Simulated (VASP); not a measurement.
Crystal: C.

```
C
1.0
     1.50134   -2.58189    0.00000
     1.50134    2.58189    0.00000
     0.00000    0.00000    4.22413
C
6
Direct
  0.50000 0.50000 0.25000
  0.50000 0.50000 0.75000
  0.30325 0.09165 0.00000
  0.69675 0.90835 0.00000
  0.09165 0.30325 0.50000
  0.90835 0.69675 0.50000
```

```yaml
Program: VASP 6.6.1
Task: relaxation of cell and atoms
Functional: PBE
Potentials_or_basis: VASP PAW PBE potentials, release 64 (C_h)
Cutoff: 910 eV
k_mesh: 6 × 6 × 4
Occupations: gaussian, width 0.1 eV
Spin: no spin polarisation
```

At the start: pressure 64.0 GPa; volume 5.46 Å³/atom.

**Question.** How do energy, volume and symmetry change on relaxing?

**Answer.** Over 29 steps the energy falls by 930.0 meV/atom and the volume is 7.92 Å³/atom (+45.1 %); space group Cccm (No. 66, to 0.05 Å).

Step by step:
```tsv
step	energy change (eV)	largest force (eV/Å)	pressure (GPa)	volume (Å³)
1	0.0000	5.4703	64.00	32.75
2	-0.5532	5.4923	-19.25	43.99
3	-2.7233	2.8483	10.38	38.14
4	-3.5155	2.4514	-16.52	42.26
5	-3.5181	2.3111	-15.84	42.00
6	-4.2672	3.0964	-5.41	42.60
7	-1.2079	21.9100	41.05	44.24
8	-4.5004	5.0860	3.38	42.94
9	-4.9415	3.9249	3.60	43.28
10	-5.2344	1.9593	3.70	43.78
11	-5.2355	1.8292	3.71	43.81
12	-5.2998	0.8141	2.15	43.87
13	-5.3276	0.4143	0.38	43.95
14	-5.3506	0.3185	1.06	43.98
15	-5.3905	0.4600	3.19	44.07
16	-5.3940	0.6596	4.14	44.10
17	-5.4191	0.4882	3.63	44.33
18	-5.4541	1.1591	2.30	44.98
19	-5.4768	1.0052	2.13	45.21
20	-5.5279	0.6084	1.62	45.89
21	-5.5624	0.6935	0.33	47.23
22	-5.5628	0.6236	0.49	47.09
23	-5.5732	0.2896	-0.61	47.41
24	-5.5735	0.3065	-0.82	47.48
25	-5.5777	0.1598	-0.49	47.50
26	-5.5795	0.1124	-0.10	47.53
27	-5.5799	0.0613	-0.20	47.52
28	-5.5799	0.0418	-0.19	47.52
29	-5.5801	0.0196	-0.12	47.50
```

Final structure:
```yaml
crystal:
  lattice:
    - [1.89892, -2.79564, 0.00000]
    - [1.89892, 2.79564, 0.00000]
    - [0.00000, 0.00000, 4.47402]
  atoms:
    - { symbol: C, position: [0.50000, 0.50000, 0.25000] }
    - { symbol: C, position: [0.50000, 0.50000, 0.75000] }
    - { symbol: C, position: [0.46772, 0.18265, 0.00000] }
    - { symbol: C, position: [0.53228, 0.81735, 0.00000] }
    - { symbol: C, position: [0.18265, 0.46772, 0.50000] }
    - { symbol: C, position: [0.81735, 0.53228, 0.50000] }
```

Caveat: the cutoff is under 1.25 times the usual one of these potentials, so pressure, stress and relaxed cells hold a basis-set (Pulay) error; the volume moved by over 15 % at a fixed basis, so the end points are rough.
